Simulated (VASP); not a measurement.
Write the native input for VASP 6.6.1 that does the following.

| Quantity | Value |
| --- | --- |
| Task | relaxation of the atoms |
| Functional | PBEsol |
| Potentials or basis | VASP PAW PBE potentials, release 64 (Pt, S) |
| Cutoff | 520 eV |
| k mesh | 10 × 10 × 6 |
| Occupations | gaussian, width 0.01 eV |
| Spin | no spin polarisation |
| Dipole correction | no |
| Further INCAR settings | ALGO = Normal; EDIFF = 1e-06; IBRION = 2; EDIFFG = -0.002; NSW = 50 |

The structure of PtS2 lies in POSCAR:

```
PtS2
1.0
    3.5733777869      0.0000000000      0.0000000000
   -1.7866888934      3.0946359408      0.0000000000
    0.0000000000      0.0000000000      4.7607928364
Pt S
1 2
Direct
    0.0000000000      0.0000000000      0.0000000000
    0.3333333333      0.6666666667      0.2524636773
    0.6666666667      0.3333333333      0.7475363227
```

This cell differs from its parent crystal: z stretched by +0.5 %, x and y held.

One way to write it, as run:

INCAR

```
  PREC = Accurate
  ENCUT = 520
  EDIFF = 1E-6
  ISMEAR = 0
  SIGMA = 0.01
  LREAL = F
  LASPH = T
  NELM = 80
  ALGO = Normal
  ISIF = 2
  LWAVE = F
  LCHARG = F
  GGA = PS
  IBRION = 2
  NSW = 50
  EDIFFG = -0.002
```

KPOINTS

```
regular mesh
0
Gamma
  10 10 6
```

Potentials or basis: VASP PAW PBE potentials, release 64 (Pt, S).

Launch:

```console
$ cat potpaw_PBE.64/Pt/POTCAR potpaw_PBE.64/S/POTCAR > POTCAR
$ mpirun -np 1 vasp_std > vasp.out
```

It gave:

```yaml
Energy_gained_by_relaxing: 0.3 meV/atom
Ionic_steps: 4
Pressure_after_relaxing: -0.2 GPa
Band_gap_on_the_k_mesh: 0.21 eV (least direct gap 0.90 eV)
```

Caveat: the cell differs from its parent crystal (z stretched by +0.5 %, x and y held); the PAW data sets were made with another functional, which shifts forces and pressure a little; spin-orbit coupling is left out, which moves the levels of the heavy elements.

Run time: 2.2 min on 1 thread of Intel Xeon 8259CL (shared host), peak memory 0.21 GiB.
